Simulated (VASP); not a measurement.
# AlNi (Pm-3m) in VASP: a series of runs

The runs below take AlNi through single point, relaxation of cell and atoms, with PBEsol.

Program: VASP 6.6.1. These are calculated values, not measurements. Logs are shortened: lines on timing, memory, paths and dates and some standing lists are left out, and cuts for length are marked.

## (1) The cell of the first run

It takes space group Pm-3m (No. 221, cubic). The conventional cell has a = 2.863 Å, b = 2.863 Å, c = 2.863 Å, α = 90.00°, β = 90.00°, γ = 90.00°. Al (site symmetry m-3m) has 8 Ni at 2.48 Å and 6 Al at 2.86 Å within 3.3 Å. Within 3.3 Å of Ni (site symmetry m-3m) lie 8 Al at 2.48 Å and 6 Ni at 2.86 Å.

## (2) Single point, PBEsol

File INCAR:

```
ALGO = Normal
EDIFF = 1E-6
ENCUT = 520
GGA = PS
ISIF = 2
ISMEAR = -1
LASPH = T
LCHARG = T
LELF = T
LREAL = F
LVHAR = T
LWAVE = F
NBANDS = 14
NELM = 100
PREC = Accurate
SIGMA = 0.1
```

File KPOINTS:

```
k-points
0
Gamma
  14 14 14
```

File POSCAR:

```
AlNi
1.0
    2.8625067189      0.0000000000      0.0000000000
    0.0000000000      2.8625067189      0.0000000000
    0.0000000000      0.0000000000      2.8625067189
Al Ni
1 1
Direct
    0.0000000000      0.0000000000      0.0000000000
    0.5000000000      0.5000000000      0.5000000000
```

Potentials or basis: VASP PAW PBE potentials, release 64 (Al, Ni).

On the command line:

```
cat potpaw_PBE.64/Al/POTCAR potpaw_PBE.64/Ni/POTCAR > POTCAR
mpirun -np 1 vasp_std > vasp.out
```

OUTCAR:

```text
EDIFF = 1E-6
   ENCUT = 520
   GGA = PS
   ISIF = 2
   ISMEAR = -1
   LASPH = T
   LREAL = F
   NELM = 100
   PREC = Accurate

 ion  position               nearest neighbor table
   1  0.000  0.000  0.000-   2 2.48   2 2.48   2 2.48   2 2.48   2 2.48   2 2.48   2 2.48   2 2.48

   2  0.500  0.500  0.500-   1 2.48   1 2.48   1 2.48   1 2.48   1 2.48   1 2.48   1 2.48   1 2.48

  LATTYP: Found a simple cubic cell.
 ALAT       =     2.8625067189

  Lattice vectors:

 A1 = (   2.8625067189,   0.0000000000,   0.0000000000)
 A2 = (   0.0000000000,   2.8625067189,   0.0000000000)
 A3 = (   0.0000000000,   0.0000000000,   2.8625067189)

Analysis of symmetry for initial positions (statically):
=====================================================================
 Subroutine PRICEL returns:
 Original cell was already a primitive cell.

 Routine SETGRP: Setting up the symmetry group for a
 simple cubic supercell.

 Subroutine GETGRP returns: Found 48 space group operations
 (whereof 48 operations were pure point group operations)
 out of a pool of 48 trial point group operations.

The static configuration has the point symmetry O_h .

Analysis of symmetry for dynamics (positions and initial velocities):
=====================================================================
 Subroutine PRICEL returns:
 Original cell was already a primitive cell.

 Routine SETGRP: Setting up the symmetry group for a
 simple cubic supercell.

 Subroutine GETGRP returns: Found 48 space group operations
 (whereof 48 operations were pure point group operations)
 out of a pool of 48 trial point group operations.

The dynamic configuration has the point symmetry O_h .

 Subroutine INISYM returns: Found 48 space group operations
 (whereof 48 operations are pure point group operations),
 and found     1 'primitive' translations

----------------------------------------------------------------------------------------

                                     Primitive cell

  volume of cell :      23.4552

  direct lattice vectors                    reciprocal lattice vectors
     2.862506719  0.000000000  0.000000000     0.349344158  0.000000000  0.000000000
     0.000000000  2.862506719  0.000000000     0.000000000  0.349344158  0.000000000
     0.000000000  0.000000000  2.862506719     0.000000000  0.000000000  0.349344158

  length of vectors
     2.862506719  2.862506719  2.862506719     0.349344158  0.349344158  0.349344158

  position of ions in fractional coordinates (direct lattice)
     0.000000000  0.000000000  0.000000000
     0.500000000  0.500000000  0.500000000

  ion indices of the primitive-cell ions
   primitive index   ion index
                 1           1
                 2           2

----------------------------------------------------------------------------------------

 KPOINTS: k-points

Automatic generation of k-mesh.
 Grid dimensions read from file:
 generate k-points for:   14   14   14

 Generating k-lattice:

  Cartesian coordinates                     Fractional coordinates (reciprocal lattice)
     0.024953154  0.000000000  0.000000000     0.071428571  0.000000000  0.000000000
     0.000000000  0.024953154  0.000000000     0.000000000  0.071428571  0.000000000
     0.000000000  0.000000000  0.024953154     0.000000000  0.000000000  0.071428571

  Length of vectors
     0.024953154  0.024953154  0.024953154

  Shift w.r.t. Gamma in fractional coordinates (k-lattice)
     0.000000000  0.000000000  0.000000000

 Subroutine IBZKPT returns following result:
 ===========================================

 Found    120 irreducible k-points:

 Following reciprocal coordinates:
            Coordinates               Weight
  0.000000  0.000000  0.000000      1.000000
  0.071429  0.000000  0.000000      6.000000
  0.142857  0.000000  0.000000      6.000000
  0.214286  0.000000  0.000000      6.000000
  0.285714  0.000000  0.000000      6.000000
  0.357143  0.000000  0.000000      6.000000
[... 16 lines left out ...]
  0.285714  0.214286  0.000000     24.000000
  0.357143  0.214286  0.000000     24.000000
 [... further k-points ...]
   k-points           NKPTS =    120   k-points in BZ     NKDIM =    120   number of bands    NBANDS=     14
   number of dos      NEDOS =    301   number of ions     NIONS =      2
   total plane-waves  NPLWV =  13824
   dimension x,y,z NGX =    24 NGY =   24 NGZ =   24
   dimension x,y,z NGXF=    48 NGYF=   48 NGZF=   48
   ions per type =               1   1
   NGX,Y,Z   is equivalent  to a cutoff of  13.94, 13.94, 13.94 a.u.
   NGXF,Y,Z  is equivalent  to a cutoff of  27.88, 27.88, 27.88 a.u.
 SYSTEM =  unknown system
   PREC   = accura    normal or accurate (medium, high low for compatibility)
   ISTART =      0    job   : 0-new  1-cont  2-samecut
   ICHARG =      2    charge: 1-file 2-atom 10-const
   ISPIN  =      1    spin polarized calculation?
   LNONCOLLINEAR =      F non collinear calculations
   LSORBIT =      F    spin-orbit coupling
   LASPH  =      T    aspherical Exc in radial PAW
   ENCUT  =  520.0 eV  38.22 Ry    6.18 a.u.   5.32  5.32  5.32*2*pi/ulx,y,z
   NELM   =    100;   NELMIN=  2; NELMDL= -5     # of ELM steps
   EDIFF  = 0.1E-05   stopping-criterion for ELM
   LREAL  =      F    real-space projection
   EDIFFG = 0.1E-04   stopping-criterion for IOM
   NSW    =      0    number of steps for IOM
   IBRION =     -1    ionic relax: 0-MD 1-quasi-New 2-CG
   NFREE  =      0    steps in history (QN), initial steepest desc. (CG)
   ISIF   =      2    stress and relaxation
   ISYM   =      2    0-nonsym 1-usesym 2-fastsym
   POTIM  = 0.5000    time-step for ionic-motion
   TEBEG  =    0.0;   TEEND  =   0.0 temperature during run
   PSTRESS=    0.0 pullay stress
   NELECT =      13.0000    total number of electrons
   NUPDOWN=      -1.0000    fix difference up-down
   EMIN   =  10.00;   EMAX   =-10.00  energy-range for DOS
   EFERMI =   0.00;   METHOD = LEGACY
   ISMEAR =    -1;   SIGMA  =   0.10  broadening in eV -4-tet -1-fermi 0-gaus
   EFERMI_NEDOS =   21; number of points for ismear=-14 and -15
   IALGO  =     38    algorithm
   IMIX   =      4    mixing-type and parameters
     AMIX     =   0.40;   BMIX     =  1.00
     AMIX_MAG =   1.60;   BMIX_MAG =  1.00
  volume/ion in A,a.u.               =      11.73        79.14
  Fermi-wavevector in a.u.,A,eV,Ry     =   1.344754  2.541216 24.604268  1.808363
  Thomas-Fermi vector in A             =   2.472722
   LORBIT       =      0    0 simple, 1 ext, 2 COOP (PROOUT), +10 PAW based schemes
   GGA     = PS    functional components
   LHFCALC =     F    Hartree Fock is set to
   AEXX    =    0.0000 exact exchange contribution
   IVDW    =     0    specifies the selected vdW correction
   LEPSILON=     F    determine dielectric tensor
   LRPA    =     F    only Hartree local field effects (RPA)
 non-spin polarized calculation
  energy-cutoff  :      520.00
  volume of cell :       23.46
 maximum number of plane-waves:       651
 NGX is ok and might be reduce to    24
   NGX = 11   NGY = 11   NGZ = 11

 number of electron      13.0000011 magnetization

 Free energy of the ion-electron system (eV)
  ---------------------------------------------------
  ext. energy  EPLUGINS =         0.00000000
  ---------------------------------------------------
  free energy    TOTEN  =       -11.59962998 eV

  energy without entropy =      -11.57138714  energy(sigma->0) =      -11.58550856

 E-fermi :  10.1496     XC(G=0): -12.2603

 val. band max:       10.1217748698   @ k =   0.3571   0.1429   0.1429
 cond. band min:      10.1544926206   @ k =   0.5000   0.5000   0.2857
 fundamental gap:      0.0327177509
 Fermi energy:        10.1496432293

 k-point     1 :       0.0000    0.0000    0.0000
  band No.  band energies     occupation
      1      -1.1191      2.00000
      2       6.8192      2.00000
      3       6.8192      2.00000
      4       8.5670      2.00000
      5       8.5670      2.00000
      6       8.5670      2.00000
      7      15.7328      0.00000
      8      15.7328      0.00000
      9      15.7328      0.00000
     10      18.3617      0.00000
     11      18.3617      0.00000
     12      24.2306      0.00000
     13      31.2795      0.00000
     14      31.2795      0.00000

 k-point     2 :       0.0714    0.0000    0.0000
  band No.  band energies     occupation
      1      -1.0238      2.00000
      2       6.8128      2.00000
      3       6.8420      2.00000
      4       8.5250      2.00000
      5       8.5250      2.00000
      6       8.5715      2.00000
      7      14.7440      0.00000
      8      15.8587      0.00000
      9      15.8587      0.00000
     10      18.3660      0.00000
     11      19.2581      0.00000
     12      24.5595      0.00000
     13      30.2090      0.00000
     14      30.2090      0.00000

 k-point     3 :       0.1429    0.0000    0.0000
  band No.  band energies     occupation
      1      -0.7393      2.00000
      2       6.7695      2.00000
      3       6.9065      2.00000
      4       8.4117      2.00000
      5       8.4117      2.00000
      6       8.5841      2.00000
      7      13.1304      0.00000
      8      16.2243      0.00000
      9      16.2243      0.00000
     10      18.3785      0.00000
     11      20.5481      0.00000
     12      25.6067      0.00000
     13      28.4623      0.00000
     14      28.4623      0.00000
[... 324 lines left out ...]
 k-point    23 :       0.2857    0.2143    0.0000
  band No.  band energies     occupation
      1       1.1784      2.00000
      2       6.4993      2.00000
      3       7.0415      2.00000
      4       7.8123      2.00000
      5       8.1480      2.00000
      6       8.3496      2.00000
      7      10.8687      0.00151
      8      13.3252      0.00000
      9      18.5491      0.00000
     10      19.1345      0.00000
     11      21.8864      0.00000
     12      25.6329      0.00000
     13      26.1697      0.00000
     14      27.7052      0.00000

 k-point    24 :       0.3571    0.2143    0.0000
  band No.  band energies     occupation
      1       1.9555      2.00000
      2       5.8281      2.00000
      3       7.2153      2.00000
      4       7.7665      2.00000
      5       8.0240      2.00000
      6       8.3701      2.00000
      7      10.0492      1.46391
      8      13.9618      0.00000
      9      18.0641      0.00000
     10      19.4235      0.00000
     11      21.8572      0.00000
     12      24.1617      0.00000
     13      26.4316      0.00000
     14      27.9577      0.00000

 [... further k-points ...]

------------------------ aborting loop because EDIFF is reached ----------------------------------------

  FORCE on cell =-STRESS in cart. coord.  units (eV):
  Direction    XX          YY          ZZ          XY          YZ          ZX
  --------------------------------------------------------------------------------------
  -------------------------------------------------------------------------------------
  Total        0.0362556      0.0362556      0.0362556     -0.0000000     -0.0000000     -0.0000000
  in kB        2.4765432      2.4765432      2.4765432     -0.0000000     -0.0000000     -0.0000000
  external PRESSURE =       2.4765432 kB  Pullay stress =       0.0000000 kB

 VOLUME and BASIS-vectors are now :
 -----------------------------------------------------------------------------
  energy-cutoff  :      520.00
  volume of cell :       23.46
      direct lattice vectors                 reciprocal lattice vectors
     2.862506719  0.000000000  0.000000000     0.349344158  0.000000000  0.000000000
     0.000000000  2.862506719  0.000000000     0.000000000  0.349344158  0.000000000
     0.000000000  0.000000000  2.862506719     0.000000000  0.000000000  0.349344158

 POSITION                                       TOTAL-FORCE (eV/Angst)
 -----------------------------------------------------------------------------------
      0.00000      0.00000      0.00000         0.000000      0.000000      0.000000
      1.43125      1.43125      1.43125         0.000000      0.000000      0.000000
 -----------------------------------------------------------------------------------
    total drift:                                0.000000      0.000000     -0.000000

  FREE ENERGIE OF THE ION-ELECTRON SYSTEM (eV)
  ---------------------------------------------------
  free  energy   TOTEN  =       -11.5996299770 eV

  energy  without entropy=      -11.5713871373  energy(sigma->0) =      -11.58550856
```

Wall time 11 s (1 thread of Intel Xeon 6975P-C (Granite Rapids), shared host); peak memory 0.16 GiB.

What came out:

```yaml
Free_energy: -11.5996 eV
Pressure: 0.2 GPa
```

Caveat: the PAW data sets were made with another functional, which shifts forces and pressure a little. Spin polarisation is off, so any magnetic state and its effect on volume and gap are missing.

(Continued in part 2 of 2.)
